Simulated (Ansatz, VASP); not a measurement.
# Two plane-wave programs on Al4Ni

```
CELL_PARAMETERS angstrom
-3.08003 3.08003 1.93392
3.08003 -3.08003 1.93392
3.08003 3.08003 -1.93392
ATOMIC_POSITIONS crystal
Al 0.79562 0.60598 0.40160
Al 0.39402 0.79562 0.18964
Al 0.60598 0.20438 0.81036
Al 0.20438 0.39402 0.59840
Ni 0.00000 0.00000 0.00000
```

Alike in both runs: functional PBE; k mesh 12 × 12 × 12; occupations gaussian, width 0.1 eV; no spin polarisation.

Ansatz relaxed the structure, and its values are those at the end. VASP's run is a single point on that final structure, the one shown.

|  | VASP | Ansatz |
| --- | --- | --- |
| version | VASP 6.6.1 | Ansatz 0.2.0 |
| potentials or method | VASP PAW PBE potentials, release 64 (Al, Ni), cutoff 520 eV | scalar-relativistic, plane waves, PAW |
| valence electrons in the cell | 22 | 30 |

```csv
,VASP,Ansatz,Ansatz less VASP
gap on the k mesh at the Fermi level (eV),none,none,-
pressure (GPa),0.0,0.0,-0.05
```

A gap of «none» marks a metal or a gap that the smearing closes. With one functional, cell and mesh, what is left measures potentials, basis and numerics. VASP's potentials hold 22 valence electrons a cell and Ansatz's 30, so a difference there can come from the potentials and not from the codes.
